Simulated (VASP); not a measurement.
Write the native input for VASP 6.6.1 that does the following.

| Item | Value |
| --- | --- |
| Task | single point |
| Functional | PBE |
| Potentials or basis | VASP PAW PBE potentials, release 64 (Zn, Cd, Te) |
| Cutoff | 520 eV |
| k mesh | 6 × 6 × 2 |
| Occupations | gaussian, width 0.1 eV |
| Spin | no spin polarisation |
| Dipole correction | no |
| Further INCAR settings | ALGO = Normal; EDIFF = 1e-06; NBANDS = 36 |

The structure of Zn2CdTe3 lies in POSCAR:

```
Zn2CdTe3
1.0
    5.1083128700      0.0000000000      0.0000000000
   -2.5541564300      4.4239287100      0.0000000000
    0.0000000000      0.0000000000      8.5122889500
Zn Cd Te
2 1 3
Direct
    0.0000000000      0.0000000000      0.6172495900
    0.0000000000      0.0000000000      0.3827504100
    0.0000000000      0.0000000000      0.0000000000
    0.5000000000      0.0000000000      0.0000000000
    0.0000000000      0.5000000000      0.0000000000
    0.5000000000      0.5000000000      0.0000000000
```

The cell was built from a structure type or drawn by symmetry, and may not be a known phase.

These files were run (other wordings do the same):

INCAR

```
SYSTEM = Zn2CdTe3
ALGO = Normal
EDIFF = 1E-6
ENCUT = 520
GGA = PE
ISIF = 2
ISMEAR = 0
LASPH = .TRUE.
LCHARG = .TRUE.
LELF = .TRUE.
LREAL = .FALSE.
LVHAR = .TRUE.
LWAVE = .FALSE.
NBANDS = 36
NELM = 80
PREC = Accurate
SIGMA = 0.1
```

KPOINTS

```
k-points
0
G
  6 6 2
  0 0 0
```

Potentials or basis: VASP PAW PBE potentials, release 64 (Zn, Cd, Te).

Launch:

```console
$ cat potpaw_PBE.64/Zn/POTCAR potpaw_PBE.64/Cd/POTCAR potpaw_PBE.64/Te/POTCAR > POTCAR
$ mpirun -np 1 vasp_std > vasp.out
```

Results of the run:

```json
{"Pressure": "39.5 GPa", "Largest force": "6.295 eV/Å", "Band gap on the k mesh": "zero (bands 27 and 28 overlap by 1.95 eV)"}
```

Caveat: the k points lie up to 0.37 Å⁻¹ apart, too coarse for converged energies and pressures of a metal; spin-orbit coupling is left out, which moves the levels of the heavy elements; forces of over 1 eV/Å act on the atoms, so gaps and moduli don't describe the material at rest.

It took 60 s on 1 thread of Intel(R) Xeon(R) 6975P-C (Granite Rapids) (shared host), peak memory 0.35 GiB.
